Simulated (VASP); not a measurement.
Set up this calculation in VASP 6.6.1, as the native input.

| Property | Result |
| --- | --- |
| Task | relaxation of cell and atoms |
| Functional | PBE |
| Potentials or basis | VASP PAW PBE potentials, release 64 (Mg) |
| Cutoff | 600 eV |
| k mesh | 15 × 15 × 8 |
| Occupations | gaussian, width 0.1 eV |
| Spin | no spin polarisation |
| Dipole correction | no |
| Further INCAR settings | ALGO = Fast; EDIFF = 1e-06; IBRION = 2; EDIFFG = -0.005; NSW = 100; ISIF = 3 |

The structure of Mg lies in POSCAR:

```
Mg
1.0
    3.2092715325      0.0000000000      0.0000000000
   -1.6046357662      2.7793106748      0.0000000000
    0.0000000000      0.0000000000      5.2103300000
Mg
2
Direct
    0.3333333333      0.6666666667      0.2500000000
    0.6666666667      0.3333333333      0.7500000000
```

These files were run (other wordings do the same):

INCAR

```
ALGO     = Fast           # electronic algorithm
EDIFF    = 1E-6           # SCF threshold, eV
EDIFFG   = -0.005         # ionic threshold
ENCUT    = 600            # plane-wave cutoff, eV
GGA      = PE             # functional
IBRION   = 2              # ionic algorithm
ISIF     = 3              # what is computed and relaxed
ISMEAR   = 0              # smearing method
LASPH    = T              # aspherical terms in the spheres
LCHARG   = F              # write CHGCAR
LREAL    = F              # projectors in reciprocal space
LWAVE    = F              # write WAVECAR
NELM     = 80             # most SCF steps
NSW      = 100            # ionic steps
PREC     = Accurate       # precision mode
SIGMA    = 0.1            # smearing width, eV
```

KPOINTS

```
k-points
0
Gamma
  15 15 8
```

Potentials or basis: VASP PAW PBE potentials, release 64 (Mg).

The run is started by

```console
$ cat potpaw_PBE.64/Mg/POTCAR > POTCAR
$ mpirun -np 1 vasp_std > vasp.out
```

It gave:

```yaml
Relaxed_volume: 22.85 Å³/atom
Relaxed_cell: a = 3.206 Å, b = 3.206 Å, c = 5.134 Å, α = 90.00°, β = 90.00°, γ = 120.00°
Space_group_after_relaxing_to_0.05_Å: P6_3/mmc (No. 194)
Energy_gained_by_relaxing: 1.2 meV/atom
Ionic_steps: 6
Pressure_after_relaxing: 0.0 GPa
Band_gap_on_the_k_mesh: zero (band 2 reaches 3.55 eV, above the bottom of band 3 at 1.55 eV)
```

It used 70 s of CPU time on 1 thread of AMD EPYC 7R13 Processor (Zen 3), with other jobs on the host.
